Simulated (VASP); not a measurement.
Runs of VASP 6.6.1 on SrO. Symmetry: Fm-3m, No. 225, cubic system. The conventional cell has a = 5.160 Å, b = 5.160 Å, c = 5.160 Å, α = 90.00°, β = 90.00°, γ = 90.00°. Sr (site symmetry m-3m) has 6 O at 2.58 Å within 3.4 Å. Within 3.4 Å of O (site symmetry m-3m) lie 6 Sr at 2.58 Å. 

| level | k mesh | cutoff (eV) | smearing | gap on the mesh (eV) | pressure (GPa) |
| --- | --- | --- | --- | --- | --- |
| PBE+D3(BJ) | 6 × 6 × 6 | 600 | gaussian 0.01 eV | 3.27 | -0.1 |
| PBE | 6 × 6 × 6 | 600 | methfessel-paxton 0.05 eV | 3.27 | 2.3 |
| PBE | 2 × 2 × 2 | 600 | gaussian 0.01 eV | 3.06 | (b) |
| PBE | 4 × 4 × 4 | 600 | gaussian 0.01 eV | 3.27 | 2.3 |
| r2SCAN | 6 × 6 × 6 | 660 | gaussian 0.01 eV | (a) | 0.4 |

Alike in all rows: task single point; potentials or basis VASP PAW PBE potentials, release 64 (Sr_sv, O); no spin polarisation; cell as given.

Question: Fill in the values left out.

Answer: (a) 3.75; (b) 2.8.

Caveats: some runs use coarse meshes; the PAW data sets were made with another functional, which shifts forces and pressure a little (at least some runs).

A k mesh can miss the band edges, and the runs leave out spin-orbit coupling on Sr.
